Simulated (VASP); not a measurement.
**BaRe: single point with r2SCAN**

The system is BaRe.

```
Ba Re
1.0
     3.72334    0.00000    0.00000
     0.00000    3.72334    0.00000
     0.00000    0.00000    3.72334
Ba Re
1 1
Direct
  0.00000 0.00000 0.00000
  0.50000 0.50000 0.50000
```

- Program: VASP 6.6.1
- Task: single point
- Functional: r2SCAN
- Potentials or basis: VASP PAW PBE potentials, release 64 (Ba_sv, Re)
- Cutoff: 520 eV
- k mesh: 8 × 8 × 8
- Occupations: gaussian, width 0.05 eV
- Spin: no spin polarisation
- Dipole correction: no
- Further INCAR settings: ALGO = Normal; EDIFF = 1e-06; NBANDS = 16

| Property | Result |
| --- | --- |
| Pressure | 1.3 GPa |
| Band gap on the k mesh | zero (an odd number of electrons rules out a gap without spin polarisation) |

Levels at points of the mesh, in eV from the Fermi level:
```
           k point  band 4  band 5  band 6  band 7  band 8  band 9  band 10  band 11  band 12  band 13
(0.00, 0.00, 0.00)  -11.97   -4.43   -2.49   -2.49   -0.03   -0.03    -0.03     4.59     4.59     8.79
(0.50, 0.00, 0.00)  -11.90   -1.51   -1.15   -0.23    0.13    0.13     0.33     1.62     2.21     3.75
(0.50, 0.50, 0.00)  -11.68   -3.62   -1.75   -1.14   -1.14    1.35     1.39     3.92     3.92     5.35
(0.50, 0.50, 0.50)  -13.01   -0.20   -0.20   -0.20    0.08    0.08     0.08     1.45     1.45     2.25
```

Run time: 59 s on 1 thread of Intel(R) Xeon(R) Platinum 8488C (Sapphire Rapids), on a shared host, peak memory 0.18 GiB.

Caveat: the PAW data sets were made with another functional, which shifts forces and pressure a little; spin-orbit coupling is left out, which moves the levels of the heavy elements.
